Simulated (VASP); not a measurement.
Set up this calculation in VASP 6.6.1, as the native input.

- Task: single point
- Functional: PBE
- Potentials or basis: VASP PAW PBE potentials, release 64 (Sn_d, Mg)
- Cutoff: 600 eV
- k mesh: 6 × 6 × 6
- Occupations: fermi-dirac, width 0.02 eV
- Spin: no spin polarisation
- Dipole correction: no
- Further INCAR settings: ALGO = Normal; EDIFF = 1e-06; NBANDS = 16

The structure of Mg2Sn lies in POSCAR:

```
Mg2Sn
1.0
    0.0000000000      3.4073116578      3.4073116578
    3.4073116578      0.0000000000      3.4073116578
    3.4073116578      3.4073116578      0.0000000000
Sn Mg
1 2
Direct
    0.0000000000      0.0000000000      0.0000000000
    0.2500000000      0.2500000000      0.2500000000
    0.7500000000      0.7500000000      0.7500000000
```

The input as run:

INCAR

```
  PREC = Accurate
  ENCUT = 600
  EDIFF = 1E-6
  ISMEAR = -1
  SIGMA = 0.02
  LREAL = False
  LASPH = True
  NELM = 120
  ALGO = Normal
  ISIF = 2
  LWAVE = False
  LCHARG = False
  GGA = PE
  NBANDS = 16
  GGA_COMPAT = False
```

KPOINTS

```
regular mesh
0
Gamma
  6 6 6
```

Potentials or basis: VASP PAW PBE potentials, release 64 (Sn_d, Mg).

Launch:

```bash
$ cat potpaw_PBE.64/Sn_d/POTCAR potpaw_PBE.64/Mg/POTCAR > POTCAR
$ mpirun -np 1 vasp_std > vasp.out
```

It gave:

| Property | Result |
| --- | --- |
| Pressure | 0.0 GPa |
| Band gap on the k mesh | zero (band 9 reaches 4.12 eV, above the bottom of band 10 at 3.92 eV) |

Caveat: spin-orbit coupling is left out, which moves the levels of the heavy elements.

Run time: 17 s on 1 thread of Intel(R) Xeon(R) 6975P-C (Granite Rapids) (shared host), peak memory 0.24 GiB.
